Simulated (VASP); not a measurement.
# Mg (P6_3/mmc) in VASP: further runs

Runs on Mg. Level: PBE. Tasks: single point.

All numbers are computed with VASP 6.6.1; they aren't measurements. Logs are shortened: lines on timing, memory, paths and dates and some standing lists are left out, and cuts for length are marked.

### 1 The cell of the first run

It takes space group P6_3/mmc (No. 194, hexagonal). Conventional cell: a = 3.195 Å, b = 3.195 Å, c = 5.188 Å, α = 90.00°, β = 90.00°, γ = 120.00°. Within 4.2 Å of Mg (site symmetry -6m2) lie 12 Mg at 3.18 to 3.20 Å.

### 2 Single point, PBE

Contents of INCAR:

```
SYSTEM = Mg
  PREC = Accurate
  ENCUT = 520
  EDIFF = 1E-7
  ISMEAR = -1
  SIGMA = 0.03
  LREAL = .FALSE.
  LASPH = .TRUE.
  NELM = 60
  ALGO = Normal
  ISIF = 2
  LWAVE = .FALSE.
  LCHARG = .FALSE.
  GGA = PE
  NBANDS = 9
```

Contents of KPOINTS:

```
regular mesh
0
G
  11 11 6
  0 0 0
```

Contents of POSCAR:

```
Mg
1.0
    3.1953117277      0.0000000000      0.0000000000
   -1.5976558638      2.7672211292      0.0000000000
    0.0000000000      0.0000000000      5.1879445283
Mg
2
Direct
    0.3333333333      0.6666666667      0.2500000000
    0.6666666667      0.3333333333      0.7500000000
```

Potentials or basis: VASP PAW PBE potentials, release 64 (Mg).

Command:

```bash
> cat potpaw_PBE.64/Mg/POTCAR > POTCAR
> mpirun -np 1 vasp_std > vasp.out
```

OUTCAR:

```text
SYSTEM = Mg
   PREC = Accurate
   ENCUT = 520
   EDIFF = 1E-7
   ISMEAR = -1
   LREAL = .FALSE.
   LASPH = .TRUE.
   NELM = 60
   ISIF = 2
   GGA = PE

 ion  position               nearest neighbor table
   1  0.333  0.667  0.250-   2 3.18   2 3.18   2 3.18   2 3.18   2 3.18   2 3.18
   2  0.667  0.333  0.750-   1 3.18   1 3.18   1 3.18   1 3.18   1 3.18   1 3.18

  LATTYP: Found a hexagonal cell.
 ALAT       =     3.1953117277
 C/A-ratio  =     1.6236113939

  Lattice vectors:

 A1 = (   3.1953117277,   0.0000000000,   0.0000000000)
 A2 = (  -1.5976558638,   2.7672211292,   0.0000000000)
 A3 = (   0.0000000000,   0.0000000000,   5.1879445283)

Analysis of symmetry for initial positions (statically):
=====================================================================
 Subroutine PRICEL returns:
 Original cell was already a primitive cell.

 Routine SETGRP: Setting up the symmetry group for a
 hexagonal supercell.

 Subroutine GETGRP returns: Found 24 space group operations
 (whereof 12 operations were pure point group operations)
 out of a pool of 24 trial point group operations.

The static configuration has the point symmetry D_3d.
 The point group associated with its full space group is D_6h.

Analysis of symmetry for dynamics (positions and initial velocities):
=====================================================================
 Subroutine PRICEL returns:
 Original cell was already a primitive cell.

 Routine SETGRP: Setting up the symmetry group for a
 hexagonal supercell.

 Subroutine GETGRP returns: Found 24 space group operations
 (whereof 12 operations were pure point group operations)
 out of a pool of 24 trial point group operations.

The dynamic configuration has the point symmetry D_3d.
 The point group associated with its full space group is D_6h.

 Subroutine INISYM returns: Found 24 space group operations
 (whereof 12 operations are pure point group operations),
 and found     1 'primitive' translations

----------------------------------------------------------------------------------------

                                     Primitive cell

  volume of cell :      45.8725

  direct lattice vectors                    reciprocal lattice vectors
     3.195311728  0.000000000  0.000000000     0.312958511  0.180686680  0.000000000
    -1.597655864  2.767221129  0.000000000     0.000000000  0.361373361  0.000000000
     0.000000000  0.000000000  5.187944528     0.000000000  0.000000000  0.192754567

  length of vectors
     3.195311728  3.195311728  5.187944528     0.361373361  0.361373361  0.192754567

  position of ions in fractional coordinates (direct lattice)
     0.333333333  0.666666667  0.250000000
     0.666666667  0.333333333  0.750000000

  ion indices of the primitive-cell ions
   primitive index   ion index
                 1           1
                 2           2

----------------------------------------------------------------------------------------

 KPOINTS: regular mesh

Automatic generation of k-mesh.
 Grid dimensions read from file:
 generate k-points for:   11   11    6

 Generating k-lattice:

  Cartesian coordinates                     Fractional coordinates (reciprocal lattice)
     0.028450774  0.016426062  0.000000000     0.090909091  0.000000000  0.000000000
     0.000000000  0.032852124  0.000000000     0.000000000  0.090909091  0.000000000
     0.000000000  0.000000000  0.032125761     0.000000000  0.000000000  0.166666667

  Length of vectors
     0.032852124  0.032852124  0.032125761

  Shift w.r.t. Gamma in fractional coordinates (k-lattice)
     0.000000000  0.000000000  0.000000000

 Subroutine IBZKPT returns following result:
 ===========================================

 Found     64 irreducible k-points:

 Following reciprocal coordinates:
            Coordinates               Weight
  0.000000  0.000000  0.000000      1.000000
  0.090909  0.000000  0.000000      6.000000
  0.181818  0.000000  0.000000      6.000000
  0.272727  0.000000  0.000000      6.000000
  0.363636  0.000000  0.000000      6.000000
  0.454545  0.000000  0.000000      6.000000
[... 16 lines left out ...]
  0.090909  0.090909  0.166667     12.000000
  0.181818  0.090909  0.166667     24.000000
 [... further k-points ...]
   k-points           NKPTS =     64   k-points in BZ     NKDIM =     64   number of bands    NBANDS=      9
   number of dos      NEDOS =    301   number of ions     NIONS =      2
   total plane-waves  NPLWV =  23040
   dimension x,y,z NGX =    24 NGY =   24 NGZ =   40
   dimension x,y,z NGXF=    48 NGYF=   48 NGZF=   80
   ions per type =               2
   NGX,Y,Z   is equivalent  to a cutoff of  12.49, 12.49, 12.82 a.u.
   NGXF,Y,Z  is equivalent  to a cutoff of  24.97, 24.97, 25.64 a.u.
 SYSTEM =  Mg
   PREC   = accura    normal or accurate (medium, high low for compatibility)
   ISTART =      0    job   : 0-new  1-cont  2-samecut
   ICHARG =      2    charge: 1-file 2-atom 10-const
   ISPIN  =      1    spin polarized calculation?
   LNONCOLLINEAR =      F non collinear calculations
   LSORBIT =      F    spin-orbit coupling
   LASPH  =      T    aspherical Exc in radial PAW
   ENCUT  =  520.0 eV  38.22 Ry    6.18 a.u.   5.94  5.94  9.65*2*pi/ulx,y,z
   NELM   =     60;   NELMIN=  2; NELMDL= -5     # of ELM steps
   EDIFF  = 0.1E-06   stopping-criterion for ELM
   LREAL  =      F    real-space projection
   EDIFFG = 0.1E-05   stopping-criterion for IOM
   NSW    =      0    number of steps for IOM
   IBRION =     -1    ionic relax: 0-MD 1-quasi-New 2-CG
   NFREE  =      0    steps in history (QN), initial steepest desc. (CG)
   ISIF   =      2    stress and relaxation
   ISYM   =      2    0-nonsym 1-usesym 2-fastsym
   POTIM  = 0.5000    time-step for ionic-motion
   TEBEG  =    0.0;   TEEND  =   0.0 temperature during run
   PSTRESS=    0.0 pullay stress
   NELECT =       4.0000    total number of electrons
   NUPDOWN=      -1.0000    fix difference up-down
   EMIN   =  10.00;   EMAX   =-10.00  energy-range for DOS
   EFERMI =   0.00;   METHOD = LEGACY
   ISMEAR =    -1;   SIGMA  =   0.03  broadening in eV -4-tet -1-fermi 0-gaus
   EFERMI_NEDOS =   21; number of points for ismear=-14 and -15
   IALGO  =     38    algorithm
   IMIX   =      4    mixing-type and parameters
     AMIX     =   0.40;   BMIX     =  1.00
     AMIX_MAG =   1.60;   BMIX_MAG =  1.00
  volume/ion in A,a.u.               =      22.94       154.78
  Fermi-wavevector in a.u.,A,eV,Ry     =   0.725957  1.371859  7.170448  0.527013
  Thomas-Fermi vector in A             =   1.816809
   LORBIT       =      0    0 simple, 1 ext, 2 COOP (PROOUT), +10 PAW based schemes
   GGA     = PE    functional components
   LHFCALC =     F    Hartree Fock is set to
   AEXX    =    0.0000 exact exchange contribution
   IVDW    =     0    specifies the selected vdW correction
   LEPSILON=     F    determine dielectric tensor
   LRPA    =     F    only Hartree local field effects (RPA)
 non-spin polarized calculation
  energy-cutoff  :      520.00
  volume of cell :       45.87
 maximum number of plane-waves:      1252
 NGX is ok and might be reduce to    24
   NGX = 11   NGY = 11   NGZ = 19

 number of electron       4.0000000 magnetization

 Free energy of the ion-electron system (eV)
  ---------------------------------------------------
  ext. energy  EPLUGINS =         0.00000000
  ---------------------------------------------------
  free energy    TOTEN  =        -3.03242323 eV

  energy without entropy =       -3.03200209  energy(sigma->0) =       -3.03221266

 E-fermi :   2.5897     XC(G=0):  -8.4937

 val. band max:        2.5085954899   @ k =   0.3636   0.2727   0.5000
 cond. band min:       2.7398971282   @ k =   0.1818   0.1818   0.0000
 fundamental gap:      0.2313016383
 Fermi energy:         2.5897223190

 k-point     1 :       0.0000    0.0000    0.0000
  band No.  band energies     occupation
      1      -4.2971      2.00000
      2       0.9521      2.00000
      3       1.3975      2.00000
      4      13.5834      0.00000
      5      13.5834      0.00000
      6      13.6993      0.00000
      7      13.6993      0.00000
      8      14.4735      0.00000
      9      16.0707      0.00000

 k-point     2 :       0.0909    0.0000    0.0000
  band No.  band energies     occupation
      1      -4.1344      2.00000
      2       1.1008      2.00000
      3       1.5556      2.00000
      4      11.0732      0.00000
      5      12.2790      0.00000
      6      13.0834      0.00000
      7      15.2188      0.00000
      8      15.3651      0.00000
      9      15.7659      0.00000

 k-point     3 :       0.1818    0.0000    0.0000
  band No.  band energies     occupation
      1      -3.6478      2.00000
      2       1.5474      2.00000
      3       2.0226      2.00000
      4       8.3395      0.00000
      5      11.1876      0.00000
      6      11.7379      0.00000
      7      13.0657      0.00000
      8      14.1137      0.00000
      9      15.7562      0.00000

 k-point     4 :       0.2727    0.0000    0.0000
  band No.  band energies     occupation
      1      -2.8422      2.00000
      2       2.2925      1.99990
      3       2.7577      0.00737
      4       5.8584      0.00000
      5      10.2726      0.00000
      6      10.3703      0.00000
      7      10.5468      0.00000
      8      12.4790      0.00000
      9      14.8383      0.00000
[... 205 lines left out ...]
 k-point    22 :       0.4545    0.0000    0.1667
  band No.  band energies     occupation
      1      -0.1635      2.00000
      2       1.5039      2.00000
      3       3.4432      0.00000
      4       5.0499      0.00000
      5       6.9105      0.00000
      6       8.3880      0.00000
      7       9.6854      0.00000
      8      11.1975      0.00000
      9      12.8091      0.00000

 k-point    23 :       0.0909    0.0909    0.1667
  band No.  band energies     occupation
      1      -3.6548      2.00000
      2      -0.0144      2.00000
      3       3.5464      0.00000
      4       9.7597      0.00000
      5      10.0714      0.00000
      6      12.9518      0.00000
      7      13.2232      0.00000
      8      13.7372      0.00000
      9      15.1302      0.00000

 k-point    24 :       0.1818    0.0909    0.1667
  band No.  band energies     occupation
      1      -3.0097      2.00000
      2       0.6031      2.00000
      3       4.1167      0.00000
      4       7.2981      0.00000
      5       8.8675      0.00000
      6      10.7155      0.00000
      7      12.2063      0.00000
      8      13.5563      0.00000
      9      14.0603      0.00000

 [... further k-points ...]
[... 5 lines left out ...]
  --------------------------------------------------------------------------------------
  -------------------------------------------------------------------------------------
  Total       -0.0422506     -0.0422506     -0.0543997     -0.0000000      0.0000000      0.0000000
  in kB       -1.4756773     -1.4756773     -1.9000054     -0.0000000      0.0000000      0.0000000
  external PRESSURE =      -1.6171200 kB  Pullay stress =       0.0000000 kB

 VOLUME and BASIS-vectors are now :
 -----------------------------------------------------------------------------
  energy-cutoff  :      520.00
  volume of cell :       45.87
      direct lattice vectors                 reciprocal lattice vectors
     3.195311728  0.000000000  0.000000000     0.312958511  0.180686680  0.000000000
    -1.597655864  2.767221129  0.000000000     0.000000000  0.361373361  0.000000000
     0.000000000  0.000000000  5.187944528     0.000000000  0.000000000  0.192754567

 POSITION                                       TOTAL-FORCE (eV/Angst)
 -----------------------------------------------------------------------------------
     -0.00000      1.84481      1.29699         0.000000     -0.000000      0.000000
      1.59766      0.92241      3.89096        -0.000000      0.000000      0.000000
 -----------------------------------------------------------------------------------
    total drift:                                0.000000     -0.000000      0.000000

  FREE ENERGIE OF THE ION-ELECTRON SYSTEM (eV)
  ---------------------------------------------------
  free  energy   TOTEN  =        -3.0324232275 eV

  energy  without entropy=       -3.0320020851  energy(sigma->0) =       -3.03221266
```

It took 9 s on 1 thread of Intel Xeon 6975P-C, shared host; peak memory 0.17 GiB.

Results:

| Quantity | Value |
| --- | --- |
| Free energy | -3.0324 eV |
| Pressure | -0.2 GPa |
| Band gap on the k mesh | zero (band 2 reaches 3.51 eV, above the bottom of band 3 at 1.40 eV) |

Levels at points of the mesh, in eV from the Fermi level:
```tsv
k point	band 1	band 2	band 3	band 4	band 5	band 6	band 7
(0.00, 0.00, 0.00)	-6.89	-1.64	-1.19	10.99	10.99	11.11	11.11
(0.00, 0.00, 0.50)	-5.49	-5.49	5.08	5.08	11.74	11.74	11.74
```

### 3 Single point, PBE

Contents of INCAR:

```
PREC = Accurate ; ENCUT = 520
EDIFF = 1E-6 ; ISMEAR = -1
SIGMA = 0.2 ; LREAL = F
LASPH = T ; NELM = 80
ALGO = Normal ; ISIF = 2
LWAVE = F ; LCHARG = F
GGA = PE ; NBANDS = 9
```

Contents of KPOINTS:

```
Automatic mesh
0
Gamma
  11 11 6
```

POSCAR is that of step 2.

Potentials or basis: VASP PAW PBE potentials, release 64 (Mg).

Command:

```bash
> cat potpaw_PBE.64/Mg/POTCAR > POTCAR
> mpirun -np 1 vasp_std > vasp.out
```

It took 9 s on 1 thread of Intel Xeon 6975P-C, shared host; peak memory 0.17 GiB.

It converged, with:

```yaml
Free_energy: -3.0732 eV
Pressure: 0.0 GPa
Band_gap_on_the_k_mesh: zero (band 2 reaches 3.51 eV, above the bottom of band 3 at 1.40 eV)
```

Levels at points of the mesh, in eV from the Fermi level:
| k point | band 1 | band 2 | band 3 | band 4 | band 5 | band 6 | band 7 |
| --- | --- | --- | --- | --- | --- | --- | --- |
| (0.00, 0.00, 0.00) | -6.94 | -1.69 | -1.24 | 10.94 | 10.94 | 11.06 | 11.06 |
| (0.00, 0.00, 0.50) | -5.55 | -5.55 | 5.03 | 5.03 | 11.69 | 11.69 | 11.69 |
